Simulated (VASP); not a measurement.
# ZnS (P1) in VASP: single point with r2SCAN

Aim: the single point of ZnS with r2SCAN.

Program: VASP 6.6.1. These are calculated values, not measurements. Logs are shortened: lines on timing, memory, paths and dates and some standing lists are left out, and cuts for length are marked.

### Step 1. The cell of the first run

The typed cell holds 4 atoms: a = 3.966 Å, b = 3.708 Å, c = 6.274 Å, α = 84.43°, β = 90.44°, γ = 121.00°.

### Step 2. Single point, r2SCAN (atoms moved at random and the cell strained at random)

POSCAR reads:

```
ZnS
1.0
    3.9653356613      0.0443954890     -0.0161692263
   -1.9442202093      3.1519566582      0.1842054784
   -0.0265290483      0.3336665029      6.2650997468
Zn S
2 2
Direct
    0.3355038459      0.6597779515     -0.0048248203
    0.6749762403      0.3316638806      0.5181372515
    0.3201674922      0.6852456622      0.3856738600
    0.6693524216      0.3233125057      0.8710137088
```

INCAR.step1 reads:

```
SYSTEM = ZnS
PREC = Accurate ; ENCUT = 520
ISMEAR = 0 ; SIGMA = 0.05
LREAL = .FALSE. ; LASPH = .TRUE.
NELM = 100 ; NBANDS = 26
GGA = PE ; ALGO = Normal
EDIFF = 1E-4 ; LWAVE = .TRUE.
LCHARG = .FALSE.
```

INCAR.step2 reads:

```
SYSTEM = ZnS
PREC = Accurate ; ENCUT = 520
EDIFF = 1E-7 ; ISMEAR = 0
SIGMA = 0.05 ; LREAL = .FALSE.
LASPH = .TRUE. ; NELM = 100
ALGO = Normal ; ISIF = 2
LWAVE = .FALSE. ; LCHARG = .TRUE.
METAGGA = R2SCAN ; LMIXTAU = .TRUE.
LELF = .TRUE. ; LVHAR = .TRUE.
NBANDS = 26 ; ISTART = 1
```

KPOINTS reads:

```
Automatic mesh
0
G
  6 6 4
  0 0 0
```

Potentials or basis: VASP PAW PBE potentials, release 64 (Zn, S).

Launch:

```bash
> cat potpaw_PBE.64/Zn/POTCAR potpaw_PBE.64/S/POTCAR > POTCAR
> cp INCAR.step1 INCAR
> mpirun -np 1 vasp_std > vasp.out
> cp INCAR.step2 INCAR
> mpirun -np 1 vasp_std > vasp.out
```

OUTCAR:

```text
SYSTEM = ZnS
   PREC = Accurate
   ENCUT = 520
   EDIFF = 1E-7
   ISMEAR = 0
   LREAL = .FALSE.
   LASPH = .TRUE.
   NELM = 100
   ISIF = 2
   METAGGA = R2SCAN
   ISTART = 1

 ion  position               nearest neighbor table
   1  0.336  0.660  0.995-   4 2.17   4 2.41   4 2.43   3 2.46
   2  0.675  0.332  0.518-   4 2.21   3 2.30   3 2.31   3 2.46
   3  0.320  0.685  0.386-   2 2.30   2 2.31   2 2.46   1 2.46
   4  0.669  0.323  0.871-   1 2.17   2 2.21   1 2.41   1 2.43

  LATTYP: Found a triclinic cell.
 ALAT       =     3.7079313176
 B/A-ratio  =     2.5425765416
 C/A-ratio  =     1.0209125642
 COS(alpha) =     0.0024741045
 COS(beta)  =     0.4400186318
 COS(gamma) =     0.6744988547

  Lattice vectors:

 A1 = (  -1.9442202093,   3.1519566582,   0.1842054784)
 A2 = (  -5.9360849189,   3.4412276721,   6.4654744515)
 A3 = (   2.0211154520,   3.1963521472,   0.1680362521)

Analysis of symmetry for initial positions (statically):
=====================================================================
 Subroutine PRICEL returns:
 Original cell was already a primitive cell.

 Routine SETGRP: Setting up the symmetry group for a
 triclinic supercell.

 Subroutine GETGRP returns: Found  1 space group operations
 (whereof  1 operations were pure point group operations)
 out of a pool of  2 trial point group operations.

The static configuration has the point symmetry C_1 .

Analysis of symmetry for dynamics (positions and initial velocities):
=====================================================================
 Subroutine PRICEL returns:
 Original cell was already a primitive cell.

 Routine SETGRP: Setting up the symmetry group for a
 triclinic supercell.

 Subroutine GETGRP returns: Found  1 space group operations
 (whereof  1 operations were pure point group operations)
 out of a pool of  2 trial point group operations.

The dynamic configuration has the point symmetry C_1 .

 Subroutine INISYM returns: Found  1 space group operations
 (whereof  1 operations are pure point group operations),
 and found     1 'primitive' translations

----------------------------------------------------------------------------------------

                                     Primitive cell

[... 84 lines left out ...]
 SYSTEM =  ZnS
   PREC   = accura    normal or accurate (medium, high low for compatibility)
   ISTART =      1    job   : 0-new  1-cont  2-samecut
   ICHARG =      0    charge: 1-file 2-atom 10-const
   ISPIN  =      1    spin polarized calculation?
   LNONCOLLINEAR =      F non collinear calculations
   LSORBIT =      F    spin-orbit coupling
   LASPH  =      T    aspherical Exc in radial PAW
   ENCUT  =  520.0 eV  38.22 Ry    6.18 a.u.   7.37  6.89 11.67*2*pi/ulx,y,z
   NELM   =    100;   NELMIN=  2; NELMDL=  0     # of ELM steps
   EDIFF  = 0.1E-06   stopping-criterion for ELM
   LREAL  =      F    real-space projection
   EDIFFG = 0.1E-05   stopping-criterion for IOM
   NSW    =      0    number of steps for IOM
   IBRION =     -1    ionic relax: 0-MD 1-quasi-New 2-CG
   NFREE  =      0    steps in history (QN), initial steepest desc. (CG)
   ISIF   =      2    stress and relaxation
   ISYM   =      2    0-nonsym 1-usesym 2-fastsym
   POTIM  = 0.5000    time-step for ionic-motion
   TEBEG  =    0.0;   TEEND  =   0.0 temperature during run
   PSTRESS=    0.0 pullay stress
   NELECT =      36.0000    total number of electrons
   NUPDOWN=      -1.0000    fix difference up-down
   EMIN   =  10.00;   EMAX   =-10.00  energy-range for DOS
   EFERMI =   0.00;   METHOD = LEGACY
   ISMEAR =     0;   SIGMA  =   0.05  broadening in eV -4-tet -1-fermi 0-gaus
   EFERMI_NEDOS =   21; number of points for ismear=-14 and -15
   IALGO  =     38    algorithm
   IMIX   =      4    mixing-type and parameters
     AMIX     =   0.40;   BMIX     =  1.00
     AMIX_MAG =   1.60;   BMIX_MAG =  1.00
  volume/ion in A,a.u.               =      19.65       132.62
  Fermi-wavevector in a.u.,A,eV,Ry     =   1.261871  2.384591 21.664817  1.592319
  Thomas-Fermi vector in A             =   2.395308
   LORBIT       =      0    0 simple, 1 ext, 2 COOP (PROOUT), +10 PAW based schemes
   METAGGA = R2SCAN    functional components
   LHFCALC =     F    Hartree Fock is set to
   AEXX    =    0.0000 exact exchange contribution
   IVDW    =     0    specifies the selected vdW correction
   LEPSILON=     F    determine dielectric tensor
   LRPA    =     F    only Hartree local field effects (RPA)
 non-spin polarized calculation
 Gauss-broadening in eV      SIGMA  =   0.05
  energy-cutoff  :      520.00
  volume of cell :       78.61
 maximum number of plane-waves:      2139
 NGX is ok and might be reduce to    30
   NGX = 15   NGY = 13   NGZ = 23

 number of electron      36.0000009 magnetization

 Free energy of the ion-electron system (eV)
  ---------------------------------------------------
  ext. energy  EPLUGINS =         0.00000000
  ---------------------------------------------------
  free energy    TOTEN  =       -37.35104165 eV

  energy without entropy =      -37.35104165  energy(sigma->0) =      -37.35104165

 E-fermi :   2.3861     XC(G=0): -10.2941

 val. band max:        2.1728529849   @ k =   0.0000   0.0000   0.0000
 cond. band min:       4.4813856419   @ k =   0.0000   0.0000   0.0000
 fundamental gap:      2.3085326570
 Fermi energy:         2.3861017241

 k-point     1 :       0.0000    0.0000    0.0000
  band No.  band energies     occupation
      1     -11.9889      2.00000
      2     -10.7679      2.00000
      3      -4.8969      2.00000
      4      -4.7701      2.00000
      5      -4.7659      2.00000
      6      -4.4937      2.00000
[... 685 lines left out ...]
     25      11.9324      0.00000
     26      13.3868      0.00000

 [... further k-points ...]
[... 5 lines left out ...]
  --------------------------------------------------------------------------------------
  -------------------------------------------------------------------------------------
  Total       -2.2948369      3.1147961      1.0108105      0.0590022     -1.9952340     -0.2740435
  in kB      -46.7714224     63.4831364     20.6014829      1.2025319    -40.6651685     -5.5853215
  external PRESSURE =      12.4377323 kB  Pullay stress =       0.0000000 kB

 VOLUME and BASIS-vectors are now :
 -----------------------------------------------------------------------------
  energy-cutoff  :      520.00
  volume of cell :       78.61
      direct lattice vectors                 reciprocal lattice vectors
     3.965335661  0.044395489 -0.016169226     0.250422040  0.154887845 -0.007188621
    -1.944220209  3.151956658  0.184205478    -0.003606852  0.316022941 -0.016846014
    -0.026529048  0.333666503  6.265099747     0.000752348 -0.008891916  0.160091129

 POSITION                                       TOTAL-FORCE (eV/Angst)
 -----------------------------------------------------------------------------------
      0.02123      2.42654      6.35098        -0.077644     -1.163207      0.756589
      2.01793      1.24824      3.29636        -0.399257      0.198551     -1.057333
     -0.07293      2.30277      2.53733         0.487201     -0.438527     -0.569422
      2.00251      1.33941      5.50572        -0.010301      1.403183      0.870166
 -----------------------------------------------------------------------------------
    total drift:                                0.023234      0.000379      0.016681

  FREE ENERGIE OF THE ION-ELECTRON SYSTEM (eV)
  ---------------------------------------------------
  free  energy   TOTEN  =       -37.3510416500 eV

  energy  without entropy=      -37.3510416500  energy(sigma->0) =      -37.35104165
```

OSZICAR.step1:

```text
N       E                     dE             d eps       ncg     rms          rms(c)
DAV:   1     0.244803320193E+03    0.24480E+03   -0.17084E+04  3952   0.167E+03
DAV:   2     0.105035472302E+02   -0.23430E+03   -0.22391E+03  4090   0.349E+02
DAV:   3    -0.136506329439E+02   -0.24154E+02   -0.23916E+02  4728   0.112E+02
DAV:   4    -0.142399231851E+02   -0.58929E+00   -0.58800E+00  4564   0.176E+01
DAV:   5    -0.142491232328E+02   -0.92000E-02   -0.91977E-02  4872   0.218E+00    0.103E+01
DAV:   6    -0.133283497817E+02    0.92077E+00   -0.17398E+00  5926   0.386E+01    0.785E+00
DAV:   7    -0.133210047202E+02    0.73451E-02   -0.13569E+00  4246   0.698E+00    0.351E+00
DAV:   8    -0.133131268842E+02    0.78778E-02   -0.53542E-02  5044   0.243E+00    0.103E+00
DAV:   9    -0.133133051052E+02   -0.17822E-03   -0.11303E-02  5128   0.234E+00    0.245E-01
DAV:  10    -0.133135617646E+02   -0.25666E-03   -0.21412E-03  4610   0.930E-01    0.122E-01
DAV:  11    -0.133137338507E+02   -0.17209E-03   -0.36388E-04  4228   0.511E-01    0.521E-02
DAV:  12    -0.133137716905E+02   -0.37840E-04   -0.13908E-04  2996   0.172E-01
   1 F= -.13313772E+02 E0= -.13313772E+02  d E =-.489077E-12
```

Wall time 7.1 min (1 thread of Intel Xeon Platinum 8375C at 2.90GHz (Ice Lake), shared host); peak memory 0.28 GiB.

What came out:

* Free energy: -37.3510 eV
* Pressure: 1.2 GPa
* Largest force: 1.651 eV/Å
* Band gap on the k mesh: 2.31 eV

Forces on the atoms (eV/Å):
```
Zn  -0.078 -1.163  0.757
Zn  -0.399  0.199 -1.057
S    0.487 -0.439 -0.569
S   -0.010  1.403  0.870
```

Stress tensor (GPa, compression positive):
```
-4.68  0.12 -0.56
 0.12  6.35 -4.07
-0.56 -4.07  2.06
```

Levels at points of the mesh, in eV from the valence-band top:
| k point | band 16 | band 17 | band 18 | band 19 | band 20 | band 21 |
| --- | --- | --- | --- | --- | --- | --- |
| (0.00, 0.00, 0.00) | -0.48 | -0.36 | 0.00 | 2.31 | 3.38 | 6.07 |
| (0.50, 0.00, 0.00) | -2.26 | -2.06 | -0.85 | 4.09 | 4.76 | 5.31 |
| (0.00, 0.50, 0.00) | -2.98 | -2.06 | -1.39 | 3.18 | 4.20 | 5.40 |
| (0.50, 0.50, 0.00) | -2.46 | -1.75 | -1.00 | 3.75 | 4.24 | 4.74 |
| (0.00, 0.00, 0.50) | -0.93 | -0.68 | -0.28 | 3.43 | 3.98 | 6.08 |
| (0.50, 0.00, 0.50) | -1.89 | -1.64 | -1.27 | 3.51 | 3.90 | 5.56 |
| (0.00, 0.50, 0.50) | -2.34 | -1.97 | -1.30 | 2.95 | 3.53 | 4.67 |
| (0.50, 0.50, 0.50) | -2.05 | -1.73 | -1.53 | 3.47 | 3.94 | 5.22 |

Caveat: the cell differs from its parent crystal (atoms moved at random and the cell strained at random); the stress differs along the axes, from -5 to 6 GPa; the PAW data sets were made with another functional, which shifts forces and pressure a little.
